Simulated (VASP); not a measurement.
Set up this calculation in VASP 6.6.1, as the native input.

| Quantity | Value |
| --- | --- |
| Task | single point |
| Functional | PBE |
| Dispersion | D4 |
| Potentials or basis | VASP PAW PBE potentials, release 64 (Hf_pv, O) |
| Cutoff | 520 eV |
| k mesh | 6 × 6 × 4 |
| Occupations | gaussian, width 0.01 eV |
| Spin | no spin polarisation |
| Dipole correction | no |
| Further INCAR settings | ALGO = Normal; EDIFF = 1e-07; NBANDS = 31 |

The structure of HfO2 lies in POSCAR:

```
HfO2
1.0
    3.5891103882      0.0000000000      0.0000000000
    0.0000000000      3.5891103882      0.0000000000
    0.0000000000      0.0000000000      5.2233336566
Hf O
2 4
Direct
    0.5000000000      0.5000000000      0.5000000000
    0.0000000000      0.0000000000      0.0000000000
    0.0000000000      0.5000000000      0.6960363197
    0.5000000000      0.0000000000      0.8039636803
    0.5000000000      0.0000000000      0.3039636803
    0.0000000000      0.5000000000      0.1960363197
```

One way to write it, as run:

INCAR

```
SYSTEM = HfO2
PREC = Accurate
ENCUT = 520
EDIFF = 1E-7
ISMEAR = 0
SIGMA = 0.01
LREAL = .False.
LASPH = .True.
NELM = 80
ALGO = Normal
ISIF = 2
LWAVE = .False.
LCHARG = .False.
GGA = PE
IVDW = 13
NBANDS = 31
```

KPOINTS

```
Automatic mesh
0
Gamma
  6 6 4
  0 0 0
```

Potentials or basis: VASP PAW PBE potentials, release 64 (Hf_pv, O).

Launch:

```bash
$ cat potpaw_PBE.64/Hf_pv/POTCAR potpaw_PBE.64/O/POTCAR > POTCAR
$ mpirun -np 1 vasp_std > vasp.out
```

It gave:

* Pressure: -3.3 GPa
* Largest force: 0.047 eV/Å
* Band gap on the k mesh: 4.66 eV, indirect (least direct gap 4.74 eV)
* Dispersion energy per atom: -0.190 eV

Caveat: spin-orbit coupling is left out, which moves the levels of the heavy elements.

Run time: 28 s on 1 thread of Intel(R) Xeon(R) 6975P-C (Granite Rapids), with other jobs on the host, peak memory 0.2 GiB.
